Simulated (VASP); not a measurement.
**ZnS: single point with PBE**

Crystal: ZnS.

```
Zn S
1.0
    -3.84620    0.00000    0.00000
    -1.92310   -3.33091    0.00000
    -5.28834   -3.05322   18.89858
Zn S
6 6
Direct
  0.55050 0.55050 0.77065
  0.34215 0.34215 0.27065
  0.03651 0.03651 0.60408
  0.82816 0.82816 0.10408
  0.73089 0.73089 0.93750
  0.52254 0.52254 0.43750
  0.22757 0.22757 0.39564
  0.43592 0.43592 0.89564
  0.19963 0.19963 0.06248
  0.40798 0.40798 0.56248
  0.92216 0.92216 0.72884
  0.71381 0.71381 0.22884
```

```yaml
Program: VASP 6.6.1
Task: single point
Functional: PBE
Potentials_or_basis: VASP PAW PBE potentials, release 64 (Zn, S)
Cutoff: 520 eV
k_mesh: 8 × 8 × 2
Occupations: gaussian, width 0.05 eV
Spin: no spin polarisation
Dipole_correction: no
Further_INCAR_settings: ALGO = Normal; EDIFF = 1e-07; NBANDS = 66
```

| Item | Value |
| --- | --- |
| Pressure | 0.0 GPa |
| Largest force | 0.471 eV/Å |
| Band gap on the k mesh | 1.30 eV |

Forces on the atoms (eV/Å):
```
Zn  -0.038 -0.022 -0.137
Zn  -0.007 -0.004 -0.126
Zn  -0.002 -0.001 -0.119
Zn  -0.139 -0.080  0.185
Zn  -0.043 -0.025  0.048
Zn   0.000  0.000 -0.116
S    0.002  0.001  0.120
S   -0.195 -0.112 -0.150
S    0.404  0.233 -0.064
S   -0.001 -0.001  0.115
S   -0.014 -0.008  0.091
S    0.032  0.019  0.154
```

Stress tensor (GPa, compression positive):
```
-0.50  0.32  0.68
 0.32 -0.87  0.40
 0.68  0.40  1.29
```

Levels at points of the mesh, in eV from the valence-band top:
```csv
k point,band 50,band 51,band 52,band 53,band 54,band 55,band 56,band 57,band 58,band 59
"(0.00, 0.00, 0.00)",-0.32,-0.31,-0.08,-0.05,0.00,1.30,2.43,2.90,2.97,3.17
"(0.50, 0.00, 0.00)",-1.67,-1.62,-1.29,-0.97,-0.59,1.82,3.14,3.48,3.55,3.72
"(0.50, 0.50, 0.00)",-1.57,-1.54,-1.35,-0.94,-0.84,1.90,3.17,3.45,3.49,3.60
"(0.00, 0.00, 0.50)",-0.48,-0.34,-0.31,-0.05,-0.02,1.51,2.36,2.73,3.03,3.29
"(0.50, 0.00, 0.50)",-1.59,-1.56,-1.35,-0.95,-0.59,1.83,3.20,3.40,3.54,3.69
"(0.50, 0.50, 0.50)",-1.68,-1.54,-1.27,-0.96,-0.81,1.88,3.03,3.47,3.59,3.74
```

Wall time 12 min on 1 thread of Intel(R) Xeon(R) Platinum 8488C (Sapphire Rapids) (shared host), peak memory 0.63 GiB.

A k mesh can miss the band edges.
